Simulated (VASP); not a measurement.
Write the native input for VASP 6.6.1 that does the following.

```
Task                   : relaxation of cell and atoms
Functional             : PBE
Potentials or basis    : VASP PAW PBE potentials, release 64 (Ru_pv)
Cutoff                 : 600 eV
k mesh                 : 19 × 19 × 19
Occupations            : fermi-dirac, width 0.08 eV
Spin                   : no spin polarisation
Dipole correction      : no
Further INCAR settings : ALGO = Normal; EDIFF = 1e-07; IBRION = 2; EDIFFG = -0.005; NSW = 60; ISIF = 3
```

The structure of Ru lies in POSCAR:

```
Ru
1.0
   -1.5098609582      1.5098609582      1.5098609582
    1.5098609582     -1.5098609582      1.5098609582
    1.5098609582      1.5098609582     -1.5098609582
Ru
1
Direct
    0.0000000000      0.0000000000      0.0000000000
```

One way to write it, as run:

INCAR

```
PREC = Accurate ; ENCUT = 600
EDIFF = 1E-7 ; ISMEAR = -1
SIGMA = 0.08 ; LREAL = F
LASPH = T ; NELM = 80
ALGO = Normal ; ISIF = 3
LWAVE = F ; LCHARG = F
GGA = PE ; IBRION = 2
NSW = 60 ; EDIFFG = -0.005
```

KPOINTS

```
Automatic mesh
0
Gamma
  19 19 19
```

Potentials or basis: VASP PAW PBE potentials, release 64 (Ru_pv).

The run is started by

```bash
$ cat potpaw_PBE.64/Ru_pv/POTCAR > POTCAR
$ mpirun -np 1 vasp_std > vasp.out
```

Results of the run:

| Property | Result |
| --- | --- |
| Relaxed volume | 14.24 Å³/atom |
| Relaxed cell | a = 2.645 Å, b = 2.645 Å, c = 2.645 Å, α = 109.47°, β = 109.47°, γ = 109.47° |
| Space group after relaxing (to 0.05 Å) | Im-3m (No. 229) |
| Energy gained by relaxing | 14.4 meV/atom |
| Ionic steps | 4 |
| Pressure after relaxing | 0.0 GPa |
| Band gap on the k mesh | zero (band 7 reaches 13.80 eV, above the bottom of band 8 at 10.32 eV) |

Wall time 55 s on 1 thread of Intel(R) Xeon(R) Platinum 8488C (Sapphire Rapids) (shared host), peak memory 0.18 GiB.
